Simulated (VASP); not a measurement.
Wanted: the native input for a VASP 6.6.1 run.

```
Task                   : single point
Functional             : PBE
Potentials or basis    : VASP PAW PBE potentials, release 64 (V_sv)
Cutoff                 : 520 eV
k mesh                 : 9 × 9 × 15
Occupations            : fermi-dirac, width 0.05 eV
Spin                   : collinear spin, ferromagnetic start
Starting moments       : [1.0, 1.0, 1.0] μB
Dipole correction      : no
Further INCAR settings : ALGO = Normal; EDIFF = 1e-06; NBANDS = 30
```

The structure of V lies in POSCAR:

```
V
1.0
    4.3932413181      0.0000000000      0.0000000000
   -2.1966206590      3.8046585864      0.0000000000
    0.0000000000      0.0000000000      2.3545358172
V
3
Direct
    1.0000000000      1.0000000000      0.0000000000
    0.3333333333      0.6666666667      0.5000000000
    0.6666666667      0.3333333333      0.5000000000
```

This cell differs from its parent crystal: volume scaled by 0.96.

These files were run (other wordings do the same):

INCAR

```
PREC = Accurate ; ENCUT = 520
EDIFF = 1E-6 ; ISMEAR = -1
SIGMA = 0.05 ; LREAL = F
LASPH = T ; NELM = 150
ALGO = Normal ; ISIF = 2
LWAVE = F ; LCHARG = T
ISPIN = 2 ; MAGMOM = 1 1 1
LORBIT = 11 ; LMAXMIX = 4
GGA = PE ; LELF = T
LVHAR = T ; NBANDS = 30
```

KPOINTS

```
Automatic mesh
0
Gamma
  9 9 15
```

Potentials or basis: VASP PAW PBE potentials, release 64 (V_sv).

Run with:

```console
$ cat potpaw_PBE.64/V_sv/POTCAR > POTCAR
$ mpirun -np 1 vasp_std > vasp.out
```

Results of the run:

* Pressure: 7.8 GPa
* Net moment: 0.00 μB per cell
* Valence electrons inside the program's atomic spheres: V 11.69, 11.75

It took 6.9 min on 1 thread of Oxide Virtual Turin-like Processor, on a shared host, peak memory 0.25 GiB.
